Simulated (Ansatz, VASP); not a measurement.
## Ti in VASP and in Ansatz

INCAR

```
  ALGO = Fast
  EDIFF = 1E-6
  ENCUT = 520
  GGA = PE
  ISIF = 2
  ISMEAR = 0
  LASPH = T
  LCHARG = F
  LREAL = F
  LWAVE = F
  NBANDS = 19
  NELM = 100
  PREC = Accurate
  SIGMA = 0.1
```

The input KPOINTS:

```
k-points
0
Gamma
  18 18 10
```

Contents of POSCAR:

```
Ti
1.0
    2.9385821065      0.0000000000      0.0000000000
   -1.4692910532      2.5448867553      0.0000000000
    0.0000000000      0.0000000000      4.6504271810
Ti
2
Direct
    0.3333333333      0.6666666667      0.2500000000
    0.6666666667      0.3333333333      0.7500000000
```

Input for Ansatz:

```yaml
crystal:
  lattice:
    - [2.9385821065, 0.0, 0.0]
    - [-1.4692910532, 2.5448867553, 0.0]
    - [0.0, 0.0, 4.650427181]
  atoms:
    - { symbol: Ti, position: [0.3333333333, 0.6666666667, 0.25] }
    - { symbol: Ti, position: [0.6666666667, 0.3333333333, 0.75] }
basis:
  ecutwfc: 420
kpoints:
  mp_grid: { grid: [18, 18, 10] }
  band_path:
    path:
      - [[0.0, 0.0, 0.0], [0.5, 0.0, 0.0], [0.33333333, 0.33333333, 0.0], [0.0, 0.0, 0.0], [0.0, 0.0, 0.5], [0.5, 0.0, 0.5], [0.33333333, 0.33333333, 0.5], [0.0, 0.0, 0.5]]
      - [[0.5, 0.0, 0.5], [0.5, 0.0, 0.0]]
      - [[0.33333333, 0.33333333, 0.5], [0.33333333, 0.33333333, 0.0]]
    npoints: 14
hamiltonian:
  xc: pbe
scf:
  occupations: { method: gaussian, width: 0.1 }
  n_extra_bands: 6
output:
  forces: true
  stress: true
  eigenvalues: true
  populations: true
  dos: { projected: true, de: 0.02, nscf_kmesh: { grid: [27, 27, 15] } }
  bader: true
  write_density: true
  write_potential: true
  elf: true
  volumetric_format: npy
```

Alike in both runs: task single point; functional PBE; k mesh 18 × 18 × 10; occupations gaussian, width 0.1 eV; no spin polarisation.

```csv
,VASP,Ansatz
version,VASP 6.6.1,Ansatz 0.2.0
potentials or method,"VASP PAW PBE potentials, release 64 (Ti_sv), cutoff 520 eV","scalar-relativistic, plane waves, PAW"
valence electrons in the cell,24,24
```

```tsv
	VASP	Ansatz	Ansatz less VASP
gap on the k mesh at the Fermi level (eV)	none	none	-
pressure (GPa)	-0.6	0.0	+0.64
```

A gap of «none» marks a metal or a gap that the smearing closes.
